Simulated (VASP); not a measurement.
Here is a VASP 6.6.1 calculation.

INCAR

```
ALGO = Normal
EDIFF = 1E-6
ENCUT = 520
GGA = PE
ISIF = 2
ISMEAR = -1
IVDW = 13
LASPH = T
LCHARG = F
LREAL = F
LWAVE = F
NBANDS = 16
NELM = 80
PREC = Accurate
SIGMA = 0.05
```

KPOINTS

```
k-points
0
Gamma
  8 8 8
```

File POSCAR:

```
CdSe
1.0
    0.0000000000      3.0569285388      3.0569285388
    3.0569285388      0.0000000000      3.0569285388
    3.0569285388      3.0569285388      0.0000000000
Cd Se
1 1
Direct
    0.0000000000      0.0000000000      0.0000000000
    0.2500000000      0.2500000000      0.2500000000
```

Potentials or basis: VASP PAW PBE potentials, release 64 (Cd, Se).

The run is started by

```console
$ cat potpaw_PBE.64/Cd/POTCAR potpaw_PBE.64/Se/POTCAR > POTCAR
$ mpirun -np 1 vasp_std > vasp.out
```

**Question.** What does it give for the pressure?

**Answer.** 0.3 GPa.

**Question.** Estimate the band gap on the k mesh.

**Answer.** 0.58 eV, direct.

**Question.** Estimate the dispersion energy per atom.

**Answer.** -0.318 eV.
